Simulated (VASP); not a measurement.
# NiO (Fm-3m) in VASP: a series of runs

Runs on NiO. Level: PBE. Tasks: single point.

All numbers are computed with VASP 6.6.1; they aren't measurements. Logs are shortened: lines on timing, memory, paths and dates and some standing lists are left out, and cuts for length are marked.

## (1) The cell of the first run

The structure is cubic, space group Fm-3m (No. 225). Conventional cell: a = 4.179 Å, b = 4.179 Å, c = 4.179 Å, α = 90.00°, β = 90.00°, γ = 90.00°. O (site symmetry m-3m) has 6 Ni at 2.09 Å within 2.8 Å. Within 2.8 Å of Ni (site symmetry m-3m) lie 6 O at 2.09 Å.

## (2) Single point, PBE, collinear spin, zero start

INCAR

```
PREC = Accurate ; ENCUT = 520
EDIFF = 1E-6 ; ISMEAR = -1
SIGMA = 0.03 ; LREAL = F
LASPH = T ; NELM = 150
ALGO = Normal ; ISIF = 2
LWAVE = F ; LCHARG = T
ISPIN = 2 ; MAGMOM = 0 0
LORBIT = 11 ; NUPDOWN = 0.0
LMAXMIX = 4 ; GGA = PE
LELF = T ; LVHAR = T
NBANDS = 19
```

KPOINTS

```
Automatic mesh
0
Gamma
  10 10 10
```

POSCAR

```
NiO
1.0
    0.0000000000      2.0893000000      2.0893000000
    2.0893000000      0.0000000000      2.0893000000
    2.0893000000      2.0893000000      0.0000000000
O Ni
1 1
Direct
    0.5000000000      0.5000000000      0.5000000000
    0.0000000000      0.0000000000      0.0000000000
```

Potentials or basis: VASP PAW PBE potentials, release 64 (O, Ni).

On the command line:

```console
cat potpaw_PBE.64/O/POTCAR potpaw_PBE.64/Ni/POTCAR > POTCAR
mpirun -np 1 vasp_std > vasp.out
```

OUTCAR:

```text
PREC = Accurate
   ENCUT = 520
   EDIFF = 1E-6
   ISMEAR = -1
   LREAL = F
   LASPH = T
   NELM = 150
   ISIF = 2
   ISPIN = 2
   LORBIT = 11
   NUPDOWN = 0.0
   GGA = PE

 ion  position               nearest neighbor table
   1  0.500  0.500  0.500-   2 2.09   2 2.09   2 2.09   2 2.09   2 2.09   2 2.09
   2  0.000  0.000  0.000-   1 2.09   1 2.09   1 2.09   1 2.09   1 2.09   1 2.09

  LATTYP: Found a face centered cubic cell.
 ALAT       =     4.1786000000

  Lattice vectors:

 A1 = (   0.0000000000,   2.0893000000,   2.0893000000)
 A2 = (   2.0893000000,   0.0000000000,   2.0893000000)
 A3 = (   2.0893000000,   2.0893000000,   0.0000000000)

Analysis of symmetry for initial positions (statically):
=====================================================================
 Subroutine PRICEL returns:
 Original cell was already a primitive cell.

 Routine SETGRP: Setting up the symmetry group for a
 face centered cubic supercell.

 Subroutine GETGRP returns: Found 48 space group operations
 (whereof 48 operations were pure point group operations)
 out of a pool of 48 trial point group operations.

The static configuration has the point symmetry O_h .

Analysis of symmetry for dynamics (positions and initial velocities):
=====================================================================
 Subroutine PRICEL returns:
 Original cell was already a primitive cell.

 Routine SETGRP: Setting up the symmetry group for a
 face centered cubic supercell.

 Subroutine GETGRP returns: Found 48 space group operations
 (whereof 48 operations were pure point group operations)
 out of a pool of 48 trial point group operations.

The dynamic configuration has the point symmetry O_h .

Analysis of structural, dynamic, and magnetic symmetry:
=====================================================================
 Subroutine PRICEL returns:
 Original cell was already a primitive cell.

 Routine SETGRP: Setting up the symmetry group for a
 face centered cubic supercell.

 Subroutine GETGRP returns: Found 48 space group operations
 (whereof 48 operations were pure point group operations)
 out of a pool of 48 trial point group operations.

The overall configuration has the point symmetry O_h .

 Subroutine INISYM returns: Found 48 space group operations
 (whereof 48 operations are pure point group operations),
 and found     1 'primitive' translations

----------------------------------------------------------------------------------------

                                     Primitive cell

  volume of cell :      18.2403

  direct lattice vectors                    reciprocal lattice vectors
     0.000000000  2.089300000  2.089300000    -0.239314603  0.239314603  0.239314603
     2.089300000  0.000000000  2.089300000     0.239314603 -0.239314603  0.239314603
     2.089300000  2.089300000  0.000000000     0.239314603  0.239314603 -0.239314603

  length of vectors
     2.954716396  2.954716396  2.954716396     0.414505051  0.414505051  0.414505051

  position of ions in fractional coordinates (direct lattice)
     0.500000000  0.500000000  0.500000000
     0.000000000  0.000000000  0.000000000

  ion indices of the primitive-cell ions
   primitive index   ion index
                 1           1
                 2           2

----------------------------------------------------------------------------------------

 KPOINTS: Automatic mesh

Automatic generation of k-mesh.
 Grid dimensions read from file:
 generate k-points for:   10   10   10

 Generating k-lattice:

  Cartesian coordinates                     Fractional coordinates (reciprocal lattice)
    -0.023931460  0.023931460  0.023931460     0.100000000  0.000000000  0.000000000
     0.023931460 -0.023931460  0.023931460     0.000000000  0.100000000  0.000000000
     0.023931460  0.023931460 -0.023931460     0.000000000  0.000000000  0.100000000

  Length of vectors
     0.041450505  0.041450505  0.041450505

  Shift w.r.t. Gamma in fractional coordinates (k-lattice)
     0.000000000  0.000000000  0.000000000

 Subroutine IBZKPT returns following result:
 ===========================================

 Found     47 irreducible k-points:

 Following reciprocal coordinates:
            Coordinates               Weight
  0.000000  0.000000  0.000000      1.000000
  0.100000  0.000000  0.000000      8.000000
  0.200000  0.000000  0.000000      8.000000
  0.300000  0.000000  0.000000      8.000000
  0.400000  0.000000  0.000000      8.000000
  0.500000  0.000000  0.000000      4.000000
[... 16 lines left out ...]
  0.300000  0.300000  0.000000      6.000000
  0.400000  0.300000  0.000000     24.000000
 [... further k-points ...]
   k-points           NKPTS =     47   k-points in BZ     NKDIM =     47   number of bands    NBANDS=     19
   number of dos      NEDOS =    301   number of ions     NIONS =      2
   total plane-waves  NPLWV =  13824
   dimension x,y,z NGX =    24 NGY =   24 NGZ =   24
   dimension x,y,z NGXF=    48 NGYF=   48 NGZF=   48
   ions per type =               1   1
   NGX,Y,Z   is equivalent  to a cutoff of  13.50, 13.50, 13.50 a.u.
   NGXF,Y,Z  is equivalent  to a cutoff of  27.01, 27.01, 27.01 a.u.
 SYSTEM =  unknown system
   PREC   = accura    normal or accurate (medium, high low for compatibility)
   ISTART =      0    job   : 0-new  1-cont  2-samecut
   ICHARG =      2    charge: 1-file 2-atom 10-const
   ISPIN  =      2    spin polarized calculation?
   LNONCOLLINEAR =      F non collinear calculations
   LSORBIT =      F    spin-orbit coupling
   LASPH  =      T    aspherical Exc in radial PAW
   ENCUT  =  520.0 eV  38.22 Ry    6.18 a.u.   5.49  5.49  5.49*2*pi/ulx,y,z
   NELM   =    150;   NELMIN=  2; NELMDL= -5     # of ELM steps
   EDIFF  = 0.1E-05   stopping-criterion for ELM
   LREAL  =      F    real-space projection
   EDIFFG = 0.1E-04   stopping-criterion for IOM
   NSW    =      0    number of steps for IOM
   IBRION =     -1    ionic relax: 0-MD 1-quasi-New 2-CG
   NFREE  =      0    steps in history (QN), initial steepest desc. (CG)
   ISIF   =      2    stress and relaxation
   ISYM   =      2    0-nonsym 1-usesym 2-fastsym
   POTIM  = 0.5000    time-step for ionic-motion
   TEBEG  =    0.0;   TEEND  =   0.0 temperature during run
   PSTRESS=    0.0 pullay stress
   NELECT =      16.0000    total number of electrons
   NUPDOWN=       0.0000    fix difference up-down
   EMIN   =  10.00;   EMAX   =-10.00  energy-range for DOS
   EFERMI =   0.00;   METHOD = LEGACY
   ISMEAR =    -1;   SIGMA  =   0.03  broadening in eV -4-tet -1-fermi 0-gaus
   EFERMI_NEDOS =   21; number of points for ismear=-14 and -15
   IALGO  =     38    algorithm
   IMIX   =      4    mixing-type and parameters
     AMIX     =   0.40;   BMIX     =  1.00
     AMIX_MAG =   1.60;   BMIX_MAG =  1.00
  volume/ion in A,a.u.               =       9.12        61.55
  Fermi-wavevector in a.u.,A,eV,Ry     =   1.567126  2.961439 33.414345  2.455885
  Thomas-Fermi vector in A             =   2.669352
   LORBIT       =     11    0 simple, 1 ext, 2 COOP (PROOUT), +10 PAW based schemes
   GGA     = PE    functional components
   LHFCALC =     F    Hartree Fock is set to
   AEXX    =    0.0000 exact exchange contribution
   IVDW    =     0    specifies the selected vdW correction
   LEPSILON=     F    determine dielectric tensor
   LRPA    =     F    only Hartree local field effects (RPA)
 spin polarized calculation
  energy-cutoff  :      520.00
  volume of cell :       18.24
 maximum number of plane-waves:       531
 NGX is ok and might be reduce to    24
   NGX = 11   NGY = 11   NGZ = 11

 number of electron      16.0000004 magnetization      -0.0000000

 number of electron      16.0000004 magnetization       0.0000000

 Free energy of the ion-electron system (eV)
  ---------------------------------------------------
  ext. energy  EPLUGINS =         0.00000000
  ---------------------------------------------------
  free energy    TOTEN  =       -11.38555110 eV

  energy without entropy =      -11.38039462  energy(sigma->0) =      -11.38297286

 E-fermi :   7.7915     XC(G=0): -12.6767

 val. band max:        7.7674783381   @ k =  -0.4000   0.4000   0.1000
 cond. band min:       7.8006816275   @ k =   0.3000   0.2000   0.0000
 fundamental gap:      0.0332032894
 Fermi energy:         7.7914963515

 spin component 1

 k-point     1 :       0.0000    0.0000    0.0000
  band No.  band energies     occupation
      1     -12.5887      1.00000
      2       4.7434      1.00000
      3       4.7434      1.00000
      4       4.7434      1.00000
      5       5.9937      1.00000
      6       5.9938      1.00000
[... 11 lines left out ...]
     18      34.0866      0.00000
     19      34.0866      0.00000
[... 485 lines left out ...]
 k-point    24 :       0.4000    0.3000    0.0000
  band No.  band energies     occupation
      1     -11.3992      1.00000
      2       0.9116      1.00000
      3       3.1362      1.00000
      4       3.3883      1.00000
      5       5.4891      1.00000
      6       6.7976      1.00000
[... 11 lines left out ...]
     18      40.0563      0.00000
     19      40.3286      0.00000

 [... further k-points ...]

 spin component 2

 k-point     1 :       0.0000    0.0000    0.0000
  band No.  band energies     occupation
      1     -12.5887      1.00000
      2       4.7434      1.00000
      3       4.7434      1.00000
      4       4.7434      1.00000
      5       5.9937      1.00000
      6       5.9938      1.00000
[... 11 lines left out ...]
     18      34.0866      0.00000
     19      34.0866      0.00000
[... 485 lines left out ...]
 k-point    24 :       0.4000    0.3000    0.0000
  band No.  band energies     occupation
      1     -11.3992      1.00000
      2       0.9116      1.00000
      3       3.1362      1.00000
      4       3.3883      1.00000
      5       5.4891      1.00000
      6       6.7976      1.00000
[... 11 lines left out ...]
     18      40.0564      0.00000
     19      40.3286      0.00000

 [... further k-points ...]

------------------------ aborting loop because EDIFF is reached ----------------------------------------

  FORCE on cell =-STRESS in cart. coord.  units (eV):
  Direction    XX          YY          ZZ          XY          YZ          ZX
  --------------------------------------------------------------------------------------
  -------------------------------------------------------------------------------------
  Total       -0.3227818     -0.3227818     -0.3227818     -0.0000000      0.0000000      0.0000000
  in kB      -28.3522271    -28.3522271    -28.3522271     -0.0000000      0.0000000      0.0000000
  external PRESSURE =     -28.3522271 kB  Pullay stress =       0.0000000 kB

 VOLUME and BASIS-vectors are now :
 -----------------------------------------------------------------------------
  energy-cutoff  :      520.00
  volume of cell :       18.24
      direct lattice vectors                 reciprocal lattice vectors
     0.000000000  2.089300000  2.089300000    -0.239314603  0.239314603  0.239314603
     2.089300000  0.000000000  2.089300000     0.239314603 -0.239314603  0.239314603
     2.089300000  2.089300000  0.000000000     0.239314603  0.239314603 -0.239314603

 POSITION                                       TOTAL-FORCE (eV/Angst)
 -----------------------------------------------------------------------------------
      2.08930      2.08930      2.08930        -0.000000     -0.000000     -0.000000
      0.00000      0.00000      0.00000         0.000000      0.000000      0.000000
 -----------------------------------------------------------------------------------
    total drift:                                0.000000     -0.000000     -0.000000

  FREE ENERGIE OF THE ION-ELECTRON SYSTEM (eV)
  ---------------------------------------------------
  free  energy   TOTEN  =       -11.3855510963 eV

  energy  without entropy=      -11.3803946216  energy(sigma->0) =      -11.38297286

 total charge

# of ion       s       p       d       tot
------------------------------------------
    1        1.575   3.360   0.000   4.935
    2        0.322   0.385   8.345   9.052
--------------------------------------------------
tot          1.897   3.745   8.345  13.987

 magnetization (x)

# of ion       s       p       d       tot
------------------------------------------
    1       -0.000  -0.000   0.000  -0.000
    2       -0.000  -0.000   0.000   0.000
--------------------------------------------------
tot         -0.000  -0.000   0.000  -0.000
```

Run time: 1.7 min. Hardware: 1 thread of AMD EPYC 7R13, shared host; peak memory 0.13 GiB.

What came out:

| Property | Result |
| --- | --- |
| Free energy | -11.3856 eV |
| Pressure | -2.8 GPa |
| Net moment | 0.00 μB per cell |
| Valence electrons inside the program's atomic spheres | O 4.93; Ni 9.05 |

Caveat: the total moment is fixed, so each spin has its own Fermi level.

## (3) Single point, PBE, collinear spin, ferromagnetic start

INCAR

```
SYSTEM = NiO
ALGO = Normal
EDIFF = 1E-7
ENCUT = 520
GGA = PE
ISIF = 2
ISMEAR = -1
ISPIN = 2
LASPH = .True.
LCHARG = .False.
LMAXMIX = 4
LORBIT = 11
LREAL = .False.
LWAVE = .False.
MAGMOM = 0 2
NBANDS = 19
NELM = 150
PREC = Accurate
SIGMA = 0.03
```

KPOINTS

```
k-points
0
Gamma
  10 10 10
  0 0 0
```

POSCAR is that of step 2.

Potentials or basis: VASP PAW PBE potentials, release 64 (O, Ni).

On the command line:

```console
cat potpaw_PBE.64/O/POTCAR potpaw_PBE.64/Ni/POTCAR > POTCAR
mpirun -np 1 vasp_std > vasp.out
```

Wall time 2.1 min (1 thread of AMD EPYC 7R13, shared host); peak memory 0.14 GiB.

It converged, with:

| Property | Result |
| --- | --- |
| Free energy | -11.4718 eV |
| Pressure | 4.7 GPa |
| Net moment | 1.73 μB per cell |
| Site moments | O +0.26; Ni +1.43 μB |
| Valence electrons inside the program's atomic spheres | O 4.98; Ni 8.98 |

Levels at points of the mesh, in eV from the Fermi level:
Spin up:
| k point | band 7 | band 8 | band 9 | band 10 | band 11 | band 12 |
| --- | --- | --- | --- | --- | --- | --- |
| (0.00, 0.00, 0.00) | -2.64 | -2.64 | -2.64 | 1.53 | 17.85 | 18.92 |
| (0.50, 0.00, 0.00) | -1.41 | 0.30 | 0.30 | 5.60 | 9.96 | 14.00 |
| (0.50, 0.50, 0.00) | -2.23 | -1.64 | -1.64 | 6.13 | 10.57 | 12.22 |
Spin down:
```
           k point  band 5  band 6  band 7  band 8  band 9  band 10
(0.00, 0.00, 0.00)   -1.84   -1.84   -1.84   -0.60   -0.60     1.88
(0.50, 0.00, 0.00)   -0.95   -0.95   -0.57    2.21    2.21     5.77
(0.50, 0.50, 0.00)   -2.81   -0.75   -0.75   -0.18    0.36     6.58
```

Caveat: a cell with one magnetic atom can't hold antiferromagnetic order, which such compounds often take; semilocal functionals often make such compounds metallic where correlation or magnetic order opens a gap, which also shifts bond lengths. With open d or f shells a metallic result of PBE can be an artefact of self-interaction; +U or a hybrid may open a gap.

## (4) Single point, PBE, collinear spin, ferromagnetic start

INCAR

```
PREC     = Accurate       # precision mode
ENCUT    = 520            # plane-wave cutoff, eV
EDIFF    = 1E-7           # SCF threshold, eV
ISMEAR   = -1             # smearing method
SIGMA    = 0.03           # smearing width, eV
LREAL    = False          # projectors in reciprocal space
LASPH    = True           # aspherical terms in the spheres
NELM     = 150            # most SCF steps
ALGO     = Normal         # electronic algorithm
ISIF     = 2              # what is computed and relaxed
LWAVE    = False          # write WAVECAR
LCHARG   = False          # write CHGCAR
ISPIN    = 2              # spin polarisation
MAGMOM   = 0 0.83         # initial moments
LORBIT   = 11             # projections on sites
NUPDOWN  = 0.83           # fixed moment
LMAXMIX  = 4              # l up to which the mixer works
GGA      = PE             # functional
NBANDS   = 19             # bands
```

KPOINTS

```
Automatic mesh
0
Gamma
  10 10 10
```

POSCAR is that of step 3.

Potentials or basis: VASP PAW PBE potentials, release 64 (O, Ni).

On the command line:

```console
cat potpaw_PBE.64/O/POTCAR potpaw_PBE.64/Ni/POTCAR > POTCAR
mpirun -np 1 vasp_std > vasp.out
```

OUTCAR:

```text
PREC = Accurate
   ENCUT = 520
   EDIFF = 1E-7
   ISMEAR = -1
   LREAL = False
   LASPH = True
   NELM = 150
   ISIF = 2
   ISPIN = 2
   LORBIT = 11
   NUPDOWN = 0.83
   GGA = PE

 ion  position               nearest neighbor table
   1  0.500  0.500  0.500-   2 2.09   2 2.09   2 2.09   2 2.09   2 2.09   2 2.09
   2  0.000  0.000  0.000-   1 2.09   1 2.09   1 2.09   1 2.09   1 2.09   1 2.09

  LATTYP: Found a face centered cubic cell.
 ALAT       =     4.1786000000

  Lattice vectors:

[... 1271 lines left out ...]
  external PRESSURE =      -8.9528203 kB  Pullay stress =       0.0000000 kB

 VOLUME and BASIS-vectors are now :
 -----------------------------------------------------------------------------
  energy-cutoff  :      520.00
  volume of cell :       18.24
      direct lattice vectors                 reciprocal lattice vectors
     0.000000000  2.089300000  2.089300000    -0.239314603  0.239314603  0.239314603
     2.089300000  0.000000000  2.089300000     0.239314603 -0.239314603  0.239314603
     2.089300000  2.089300000  0.000000000     0.239314603  0.239314603 -0.239314603

 POSITION                                       TOTAL-FORCE (eV/Angst)
 -----------------------------------------------------------------------------------
      2.08930      2.08930      2.08930        -0.000000     -0.000000     -0.000000
      0.00000      0.00000      0.00000         0.000000      0.000000      0.000000
 -----------------------------------------------------------------------------------
    total drift:                                0.000000     -0.000000     -0.000000

  FREE ENERGIE OF THE ION-ELECTRON SYSTEM (eV)
  ---------------------------------------------------
  free  energy   TOTEN  =       -11.4085478304 eV

  energy  without entropy=      -11.4018413280  energy(sigma->0) =      -11.40519458

 total charge

# of ion       s       p       d       tot
------------------------------------------
    1        1.570   3.373   0.000   4.944
    2        0.326   0.390   8.322   9.037
--------------------------------------------------
tot          1.896   3.763   8.322  13.981

 magnetization (x)

# of ion       s       p       d       tot
------------------------------------------
    1        0.014   0.075   0.000   0.089
    2        0.008   0.010   0.704   0.722
--------------------------------------------------
tot          0.023   0.084   0.704   0.811
```

OSZICAR:

```text
N       E                     dE             d eps       ncg     rms          rms(c)
DAV:   1     0.827887652658E+02    0.82789E+02   -0.70199E+03  3804   0.105E+03
DAV:   2    -0.854471861722E+01   -0.91333E+02   -0.80235E+02  3706   0.233E+02
DAV:   3    -0.135684768768E+02   -0.50238E+01   -0.47659E+01  4091   0.550E+01
DAV:   4    -0.136141361436E+02   -0.45659E-01   -0.45609E-01  4013   0.511E+00
DAV:   5    -0.136148464412E+02   -0.71030E-03   -0.71023E-03  4036   0.640E-01    0.134E+01
DAV:   6    -0.128712670169E+02    0.74358E+00   -0.10135E+01  4666   0.557E+01    0.155E+01
DAV:   7    -0.114674951513E+02    0.14038E+01   -0.47952E+00  4517   0.466E+01    0.549E+00
DAV:   8    -0.114114806217E+02    0.56015E-01   -0.20558E-01  4721   0.710E+00    0.271E+00
DAV:   9    -0.114112971340E+02    0.18349E-03   -0.19735E-02  4967   0.126E+00    0.760E-01
DAV:  10    -0.114084656317E+02    0.28315E-02   -0.49121E-03  4714   0.155E+00    0.821E-02
DAV:  11    -0.114085374775E+02   -0.71846E-04   -0.61898E-04  5039   0.310E-01    0.536E-02
DAV:  12    -0.114085515370E+02   -0.14059E-04   -0.76927E-05  4795   0.140E-01    0.217E-02
DAV:  13    -0.114085480379E+02    0.34991E-05   -0.12092E-05  4885   0.622E-02    0.721E-03
DAV:  14    -0.114085478177E+02    0.22014E-06   -0.11495E-06  3991   0.938E-03    0.224E-03
DAV:  15    -0.114085478304E+02   -0.12701E-07   -0.68969E-08  3195   0.544E-03
   1 F= -.11408548E+02 E0= -.11405195E+02  d E =-.670650E-02  mag=     0.8300
```

Run time: 98 s. Hardware: 1 thread of AMD EPYC 7R13, shared host; peak memory 0.13 GiB.

Results:

| Quantity | Value |
| --- | --- |
| Free energy | -11.4085 eV |
| Pressure | -0.9 GPa |
| Net moment | 0.83 μB per cell |
| Site moments | O +0.09; Ni +0.72 μB |
| Valence electrons inside the program's atomic spheres | O 4.94; Ni 9.04 |

Caveat: the total moment is fixed, so each spin has its own Fermi level; a cell with one magnetic atom can't hold antiferromagnetic order, which such compounds often take.

[end of part 1 of 2]
